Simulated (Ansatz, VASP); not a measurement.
Ba3B2 in VASP and in Ansatz

INCAR

```
SYSTEM = Ba3B2
PREC = Accurate
ENCUT = 600
EDIFF = 1E-6
ISMEAR = 0
SIGMA = 0.1
LREAL = .False.
LASPH = .True.
NELM = 80
ALGO = Fast
ISIF = 3
LWAVE = .False.
LCHARG = .False.
GGA = PE
IBRION = 2
NSW = 90
EDIFFG = -0.04
```

The input KPOINTS:

```
Automatic mesh
0
Gamma
  4 4 4
  0 0 0
```

Contents of POSCAR:

```
Ba3B2
1.0
    4.7493566900      0.0000000000      0.0000000000
    0.0000000000      4.7493566900      0.0000000000
    0.0000000000      0.0000000000      4.7493566900
Ba B
3 2
Direct
    0.5000000000      0.0000000000      0.0000000000
    0.0000000000      0.5000000000      0.0000000000
    0.0000000000      0.0000000000      0.5000000000
    0.0000000000      0.0000000000      0.0000000000
    0.5000000000      0.5000000000      0.5000000000
```

Input for Ansatz:

```yaml
crystal:
  lattice:
    - [4.74935669, 0.0, 0.0]
    - [0.0, 4.74935669, 0.0]
    - [0.0, 0.0, 4.74935669]
  atoms:
    - { symbol: Ba, position: [0.5, 0.0, 0.0] }
    - { symbol: Ba, position: [0.0, 0.5, 0.0] }
    - { symbol: Ba, position: [0.0, 0.0, 0.5] }
    - { symbol: B, position: [0.0, 0.0, 0.0] }
    - { symbol: B, position: [0.5, 0.5, 0.5] }
basis:
  ecutwfc: 420
kpoints:
  mp_grid: { grid: [4, 4, 4] }
hamiltonian:
  xc: pbe
scf:
  occupations: { method: gaussian, width: 0.1 }
  lower_state_search: "off"
output:
  forces: true
  stress: true
  eigenvalues: true
relax:
  adjacent_minimum: "off"
  f_tol: 0.04
  max_steps: 70
  cell: { stress_tol: 0.4 }
```

Alike in both runs: task relaxation of cell and atoms; functional PBE; k mesh 4 × 4 × 4; occupations gaussian, width 0.1 eV; no spin polarisation.

|  | VASP | Ansatz |
| --- | --- | --- |
| version | VASP 6.6.1 | Ansatz 0.2.0 |
| potentials or method | VASP PAW PBE potentials, release 64 (Ba_sv, B), cutoff 600 eV | scalar-relativistic, plane waves, PAW |
| valence electrons in the cell | 36 | 36 |

Ansatz gave:

| Quantity | Value |
| --- | --- |
| gap on the k mesh at the Fermi level, each at its own relaxed structure (eV) | none |
| relaxed volume (Å³/atom) | 36.92 |
| relaxed length of the cell vector where the two differ most in proportion (Å) | 5.694 |

**Question.** What did VASP give for the same quantities?

**Answer.** gap on the k mesh at the Fermi level, each at its own relaxed structure (eV): none; relaxed volume (Å³/atom): 37.78; relaxed length of the cell vector where the two differ most in proportion (Å): 5.738.

A gap of «none» marks a metal or a gap that the smearing closes.

Spin-orbit coupling is off throughout. Noted on VASP's run: the volume moved by over 15 % at a fixed basis, so the end points are rough.
